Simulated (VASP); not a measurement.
# TiO2 (P3_121) in VASP: settings compared

The runs below take TiO2 through single point, with r2SCAN, PBE.

Program: VASP 6.6.1. These are calculated values, not measurements. Logs are shortened: lines on timing, memory, paths and dates and some standing lists are left out, and cuts for length are marked.

### 1 The cell of the first run

The structure is trigonal, space group P3_121 (No. 152). Conventional cell: a = 5.582 Å, b = 5.582 Å, c = 6.082 Å, α = 90.00°, β = 90.00°, γ = 120.00°. Ti (site symmetry 2) has 4 O at 1.81 to 1.82 Å within 2.4 Å. Within 2.4 Å of O (site symmetry 1) lie 2 Ti at 1.81 to 1.82 Å.

### 2 Single point, r2SCAN

The input, POSCAR:

```
TiO2
1.0
    5.5822227355      0.0000000000      0.0000000000
   -2.7911113678      4.8343466985      0.0000000000
    0.0000000000      0.0000000000      6.0824678800
Ti O
3 6
Direct
    0.4669367500      0.0000000000      0.3333333333
    0.0000000000      0.4669367500      0.6666666667
    0.5330632500      0.5330632500      0.0000000000
    0.5810657200      0.8514331800      0.1206639333
    0.7296325400      0.1485668200      0.5460027333
    0.2703674600      0.4189342800      0.7873306000
    0.8514331800      0.5810657200      0.8793360667
    0.1485668200      0.7296325400      0.4539972667
    0.4189342800      0.2703674600      0.2126694000
```

The input, INCAR.step1:

```
ALGO = Normal
EDIFF = 1E-4
ENCUT = 520
GGA = PE
ISMEAR = -1
LASPH = True
LCHARG = False
LREAL = False
LWAVE = True
NBANDS = 46
NELM = 80
PREC = Accurate
SIGMA = 0.05
```

The input, INCAR.step2:

```
ALGO = Normal
EDIFF = 1E-6
ENCUT = 520
ISIF = 2
ISMEAR = -1
ISTART = 1
LASPH = True
LCHARG = False
LMIXTAU = True
LREAL = False
LWAVE = False
METAGGA = R2SCAN
NBANDS = 46
NELM = 80
PREC = Accurate
SIGMA = 0.05
```

The input, KPOINTS:

```
k-points
0
Gamma
  6 6 5
```

Potentials or basis: VASP PAW PBE potentials, release 64 (Ti_sv, O).

Launch:

```sh
> cat potpaw_PBE.64/Ti_sv/POTCAR potpaw_PBE.64/O/POTCAR > POTCAR
> cp INCAR.step1 INCAR
> mpirun -np 1 vasp_std > vasp.out
> cp INCAR.step2 INCAR
> mpirun -np 1 vasp_std > vasp.out
```

OUTCAR:

```text
EDIFF = 1E-6
   ENCUT = 520
   ISIF = 2
   ISMEAR = -1
   ISTART = 1
   LASPH = True
   LREAL = False
   METAGGA = R2SCAN
   NELM = 80
   PREC = Accurate

 ion  position               nearest neighbor table
   1  0.467  0.000  0.333-   9 1.81   8 1.81   5 1.82   4 1.82
   2  0.000  0.467  0.667-   6 1.81   5 1.81   8 1.82   7 1.82
   3  0.533  0.533  0.000-   7 1.81   4 1.81   6 1.82   9 1.82
   4  0.581  0.851  0.121-   3 1.81   1 1.82
   5  0.730  0.149  0.546-   2 1.81   1 1.82
   6  0.270  0.419  0.787-   2 1.81   3 1.82
   7  0.851  0.581  0.879-   3 1.81   2 1.82
   8  0.149  0.730  0.454-   1 1.81   2 1.82
   9  0.419  0.270  0.213-   1 1.81   3 1.82

  LATTYP: Found a hexagonal cell.
 ALAT       =     5.5822227355
 C/A-ratio  =     1.0896139707

  Lattice vectors:

 A1 = (   5.5822227355,   0.0000000000,   0.0000000000)
 A2 = (  -2.7911113678,   4.8343466985,   0.0000000000)
 A3 = (   0.0000000000,   0.0000000000,   6.0824678800)

Analysis of symmetry for initial positions (statically):
=====================================================================
 Subroutine PRICEL returns:
 Original cell was already a primitive cell.

 Routine SETGRP: Setting up the symmetry group for a
 hexagonal supercell.

 Subroutine GETGRP returns: Found  6 space group operations
 (whereof  2 operations were pure point group operations)
 out of a pool of 24 trial point group operations.

The static configuration has the point symmetry C_2 .
 The point group associated with its full space group is D_3 .

Analysis of symmetry for dynamics (positions and initial velocities):
=====================================================================
 Subroutine PRICEL returns:
 Original cell was already a primitive cell.

 Routine SETGRP: Setting up the symmetry group for a
 hexagonal supercell.

 Subroutine GETGRP returns: Found  6 space group operations
 (whereof  2 operations were pure point group operations)
 out of a pool of 24 trial point group operations.

The dynamic configuration has the point symmetry C_2 .
 The point group associated with its full space group is D_3 .

 Subroutine INISYM returns: Found  6 space group operations
 (whereof  2 operations are pure point group operations),
 and found     1 'primitive' translations

----------------------------------------------------------------------------------------

                                     Primitive cell

  volume of cell :     164.1439

  direct lattice vectors                    reciprocal lattice vectors
     5.582222736  0.000000000  0.000000000     0.179140111  0.103426591  0.000000000
    -2.791111368  4.834346699  0.000000000     0.000000000  0.206853183  0.000000000
     0.000000000  0.000000000  6.082467880     0.000000000  0.000000000  0.164406951

  length of vectors
     5.582222736  5.582222736  6.082467880     0.206853183  0.206853183  0.164406951

  position of ions in fractional coordinates (direct lattice)
     0.466936750  0.000000000  0.333333333
     0.000000000  0.466936750  0.666666667
     0.533063250  0.533063250  0.000000000
     0.581065720  0.851433180  0.120663933
     0.729632540  0.148566820  0.546002733
     0.270367460  0.418934280  0.787330600
     0.851433180  0.581065720  0.879336067
     0.148566820  0.729632540  0.453997267
     0.418934280  0.270367460  0.212669400

  ion indices of the primitive-cell ions
   primitive index   ion index
                 1           1
                 2           2
                 3           3
                 4           4
                 5           5
                 6           6
                 7           7
                 8           8
                 9           9

----------------------------------------------------------------------------------------

 KPOINTS: k-points

Automatic generation of k-mesh.
 Grid dimensions read from file:
 generate k-points for:    6    6    5

 Generating k-lattice:

  Cartesian coordinates                     Fractional coordinates (reciprocal lattice)
     0.029856685  0.017237765  0.000000000     0.166666667  0.000000000  0.000000000
     0.000000000  0.034475530  0.000000000     0.000000000  0.166666667  0.000000000
     0.000000000  0.000000000  0.032881390     0.000000000  0.000000000  0.200000000

  Length of vectors
     0.034475530  0.034475530  0.032881390

  Shift w.r.t. Gamma in fractional coordinates (k-lattice)
     0.000000000  0.000000000  0.000000000

 Subroutine IBZKPT returns following result:
 ===========================================

 Found     27 irreducible k-points:

 Following reciprocal coordinates:
            Coordinates               Weight
  0.000000  0.000000  0.000000      1.000000
  0.166667  0.000000  0.000000      6.000000
  0.333333  0.000000  0.000000      6.000000
  0.500000  0.000000  0.000000      3.000000
  0.166667  0.166667  0.000000      6.000000
  0.333333  0.166667  0.000000     12.000000
[... 16 lines left out ...]
  0.500000  0.000000  0.400000      6.000000
  0.166667  0.166667  0.400000     12.000000
 [... further k-points ...]
   k-points           NKPTS =     27   k-points in BZ     NKDIM =     27   number of bands    NBANDS=     46
   number of dos      NEDOS =    301   number of ions     NIONS =      9
   total plane-waves  NPLWV =  84672
   dimension x,y,z NGX =    42 NGY =   42 NGZ =   48
   dimension x,y,z NGXF=    84 NGYF=   84 NGZF=   96
   ions per type =               3   6
   NGX,Y,Z   is equivalent  to a cutoff of  12.51, 12.51, 13.12 a.u.
   NGXF,Y,Z  is equivalent  to a cutoff of  25.02, 25.02, 26.24 a.u.
 SYSTEM =  unknown system
   PREC   = accura    normal or accurate (medium, high low for compatibility)
   ISTART =      1    job   : 0-new  1-cont  2-samecut
   ICHARG =      0    charge: 1-file 2-atom 10-const
   ISPIN  =      1    spin polarized calculation?
   LNONCOLLINEAR =      F non collinear calculations
   LSORBIT =      F    spin-orbit coupling
   LASPH  =      T    aspherical Exc in radial PAW
   ENCUT  =  520.0 eV  38.22 Ry    6.18 a.u.  10.38 10.38 11.31*2*pi/ulx,y,z
   NELM   =     80;   NELMIN=  2; NELMDL=  0     # of ELM steps
   EDIFF  = 0.1E-05   stopping-criterion for ELM
   LREAL  =      F    real-space projection
   EDIFFG = 0.1E-04   stopping-criterion for IOM
   NSW    =      0    number of steps for IOM
   IBRION =     -1    ionic relax: 0-MD 1-quasi-New 2-CG
   NFREE  =      0    steps in history (QN), initial steepest desc. (CG)
   ISIF   =      2    stress and relaxation
   ISYM   =      2    0-nonsym 1-usesym 2-fastsym
   POTIM  = 0.5000    time-step for ionic-motion
   TEBEG  =    0.0;   TEEND  =   0.0 temperature during run
   PSTRESS=    0.0 pullay stress
   NELECT =      72.0000    total number of electrons
   NUPDOWN=      -1.0000    fix difference up-down
   EMIN   =  10.00;   EMAX   =-10.00  energy-range for DOS
   EFERMI =   0.00;   METHOD = LEGACY
   ISMEAR =    -1;   SIGMA  =   0.05  broadening in eV -4-tet -1-fermi 0-gaus
   EFERMI_NEDOS =   21; number of points for ismear=-14 and -15
   IALGO  =     38    algorithm
   IMIX   =      4    mixing-type and parameters
     AMIX     =   0.40;   BMIX     =  1.00
     AMIX_MAG =   1.60;   BMIX_MAG =  1.00
  volume/ion in A,a.u.               =      18.24       123.08
  Fermi-wavevector in a.u.,A,eV,Ry     =   1.243877  2.350587 21.051339  1.547230
  Thomas-Fermi vector in A             =   2.378168
   LORBIT       =      0    0 simple, 1 ext, 2 COOP (PROOUT), +10 PAW based schemes
   METAGGA = R2SCAN    functional components
   LHFCALC =     F    Hartree Fock is set to
   AEXX    =    0.0000 exact exchange contribution
   IVDW    =     0    specifies the selected vdW correction
   LEPSILON=     F    determine dielectric tensor
   LRPA    =     F    only Hartree local field effects (RPA)
 non-spin polarized calculation
  energy-cutoff  :      520.00
  volume of cell :      164.14
 maximum number of plane-waves:      4457
 NGX is ok and might be reduce to    42
   NGX = 21   NGY = 21   NGZ = 23

 number of electron      72.0000000 magnetization

 Free energy of the ion-electron system (eV)
  ---------------------------------------------------
  ext. energy  EPLUGINS =         0.00000000
  ---------------------------------------------------
  free energy    TOTEN  =      -103.44426926 eV

  energy without entropy =     -103.44426926  energy(sigma->0) =     -103.44426926

 E-fermi :  -0.3036     XC(G=0):  -8.5384

 val. band max:       -1.4363930783   @ k =   0.1667   0.0000   0.4000
 cond. band min:       2.6400585153   @ k =   0.0000   0.0000   0.4000
 fundamental gap:      4.0764515936
 Fermi energy:        -0.3036270483

 k-point     1 :       0.0000    0.0000    0.0000
  band No.  band energies     occupation
      1     -58.8580      2.00000
      2     -58.8445      2.00000
      3     -58.8445      2.00000
      4     -34.2549      2.00000
      5     -34.2217      2.00000
      6     -34.2217      2.00000
[... 38 lines left out ...]
     45       4.6614      0.00000
     46       5.1347      0.00000

 k-point     2 :       0.1667    0.0000    0.0000
  band No.  band energies     occupation
      1     -58.8572      2.00000
      2     -58.8453      2.00000
      3     -58.8445      2.00000
      4     -34.2533      2.00000
      5     -34.2267      2.00000
      6     -34.2255      2.00000
[... 38 lines left out ...]
     45       4.9154      0.00000
     46       5.1345      0.00000

 k-point     3 :       0.3333    0.0000    0.0000
  band No.  band energies     occupation
      1     -58.8552      2.00000
      2     -58.8474      2.00000
      3     -58.8445      2.00000
      4     -34.2496      2.00000
      5     -34.2348      2.00000
      6     -34.2311      2.00000
[... 38 lines left out ...]
     45       4.8898      0.00000
     46       5.1686      0.00000

 k-point     4 :       0.5000    0.0000    0.0000
  band No.  band energies     occupation
      1     -58.8535      2.00000
      2     -58.8490      2.00000
      3     -58.8445      2.00000
      4     -34.2473      2.00000
      5     -34.2384      2.00000
      6     -34.2339      2.00000
[... 920 lines left out ...]
     45       4.7858      0.00000
     46       5.3310      0.00000

 k-point    23 :       0.5000    0.0000    0.4000
  band No.  band energies     occupation
      1     -58.8535      2.00000
      2     -58.8490      2.00000
      3     -58.8445      2.00000
      4     -34.2526      2.00000
      5     -34.2346      2.00000
      6     -34.2247      2.00000
[... 38 lines left out ...]
     45       4.9585      0.00000
     46       5.0869      0.00000

 k-point    24 :       0.1667    0.1667    0.4000
  band No.  band energies     occupation
      1     -58.8539      2.00000
      2     -58.8507      2.00000
      3     -58.8424      2.00000
      4     -34.2483      2.00000
      5     -34.2360      2.00000
      6     -34.2264      2.00000
[... 38 lines left out ...]
     45       4.8024      0.00000
     46       5.4372      0.00000

 [... further k-points ...]

------------------------ aborting loop because EDIFF is reached ----------------------------------------

  FORCE on cell =-STRESS in cart. coord.  units (eV):
  Direction    XX          YY          ZZ          XY          YZ          ZX
  --------------------------------------------------------------------------------------
  -------------------------------------------------------------------------------------
  Total       -0.2943195     -0.2943195     -0.2698738      0.0000000     -0.0000000      0.0000000
  in kB       -2.8727962     -2.8727962     -2.6341861      0.0000000     -0.0000000      0.0000000
  external PRESSURE =      -2.7932595 kB  Pullay stress =       0.0000000 kB

 VOLUME and BASIS-vectors are now :
 -----------------------------------------------------------------------------
  energy-cutoff  :      520.00
  volume of cell :      164.14
      direct lattice vectors                 reciprocal lattice vectors
     5.582222736  0.000000000  0.000000000     0.179140111  0.103426591  0.000000000
    -2.791111368  4.834346699  0.000000000     0.000000000  0.206853183  0.000000000
     0.000000000  0.000000000  6.082467880     0.000000000  0.000000000  0.164406951

 POSITION                                       TOTAL-FORCE (eV/Angst)
 -----------------------------------------------------------------------------------
      2.60654      0.00000      2.02749        -0.002589      0.000000      0.000000
     -1.30327      2.25733      4.05498         0.001295     -0.002242      0.000000
      1.48784      2.57701      0.00000         0.001295      0.002242      0.000000
      0.86719      4.11612      0.73393        -0.013265     -0.011749      0.005700
      3.65830      0.71822      3.32104        -0.013265      0.011749     -0.005700
      0.33996      2.02527      4.78891        -0.003542      0.017362      0.005700
      3.13107      2.80907      5.34853        -0.003542     -0.017362     -0.005700
     -1.20715      3.52730      2.76142         0.016807     -0.005614      0.005700
      1.58396      1.30705      1.29355         0.016807      0.005614     -0.005700
 -----------------------------------------------------------------------------------
    total drift:                                0.000001      0.000001     -0.000000

  FREE ENERGIE OF THE ION-ELECTRON SYSTEM (eV)
  ---------------------------------------------------
  free  energy   TOTEN  =      -103.4442692625 eV

  energy  without entropy=     -103.4442692624  energy(sigma->0) =     -103.44426926
```

It took 26 min on 1 thread of Intel Xeon 8259CL, shared host; peak memory 0.4 GiB.

What came out:

```
Free energy            : -103.4443 eV
Pressure               : -0.3 GPa
Largest force          : 0.019 eV/Å
Band gap on the k mesh : 4.08 eV (least direct gap 4.09 eV)
```

Forces on the atoms (eV/Å):
```
Ti  -0.003  0.000  0.000
Ti   0.001 -0.002  0.000
Ti   0.001  0.002  0.000
O   -0.013 -0.012  0.006
O   -0.013  0.012 -0.006
O   -0.004  0.017  0.006
O   -0.004 -0.017 -0.006
O    0.017 -0.006  0.006
O    0.017  0.006 -0.006
```

Caveat: the PAW data sets were made with another functional, which shifts forces and pressure a little.

[end of part 1 of 2]
